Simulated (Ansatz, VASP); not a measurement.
**AlN in VASP and in Ansatz**

INCAR

```
SYSTEM = AlN
  PREC = Accurate
  ENCUT = 600
  EDIFF = 1E-6
  ISMEAR = 0
  SIGMA = 0.1
  LREAL = .False.
  LASPH = .True.
  NELM = 120
  ALGO = Normal
  ISIF = 2
  LWAVE = .False.
  LCHARG = .False.
  GGA = CA
  NBANDS = 11
  GGA_COMPAT = .False.
```

KPOINTS

```
regular mesh
0
Gamma
  8 8 8
  0 0 0
```

Contents of POSCAR:

```
AlN
1.0
    0.0000000000      2.1900000000      2.1900000000
    2.1900000000      0.0000000000      2.1900000000
    2.1900000000      2.1900000000      0.0000000000
Al N
1 1
Direct
    0.0000000000      0.0000000000      0.0000000000
    0.2500000000      0.2500000000      0.2500000000
```

Input for Ansatz:

```yaml
crystal:
  lattice:
    - [0.0, 2.19, 2.19]
    - [2.19, 0.0, 2.19]
    - [2.19, 2.19, 0.0]
  atoms:
    - { symbol: Al, position: [0.0, 0.0, 0.0] }
    - { symbol: "N", position: [0.25, 0.25, 0.25] }
basis:
  ecutwfc: 420
kpoints:
  mp_grid: { grid: [8, 8, 8] }
hamiltonian:
  xc: lda
scf:
  occupations: { method: gaussian, width: 0.1 }
output:
  forces: true
  stress: true
  eigenvalues: true
```

Alike in both runs: task single point; functional LDA; k mesh 8 × 8 × 8; occupations gaussian, width 0.1 eV; no spin polarisation.

```csv
,VASP,Ansatz
version,VASP 6.6.1,Ansatz 0.2.0
potentials or method,"VASP PAW LDA potentials, release 64 (Al, N), cutoff 600 eV","scalar-relativistic, plane waves, PAW"
valence electrons in the cell,8,8
```

|  | VASP | Ansatz | Ansatz less VASP |
| --- | --- | --- | --- |
| gap on the k mesh at the Fermi level (eV) | 3.22 | 3.24 | +0.020 |
| least direct gap on the mesh (eV) | 4.16 | 4.16 | -0.005 |
| pressure (GPa) | -4.7 | -5.2 | -0.45 |

LDA's correlation is that of Perdew and Zunger in VASP and of Perdew and Wang (1992) in Ansatz.
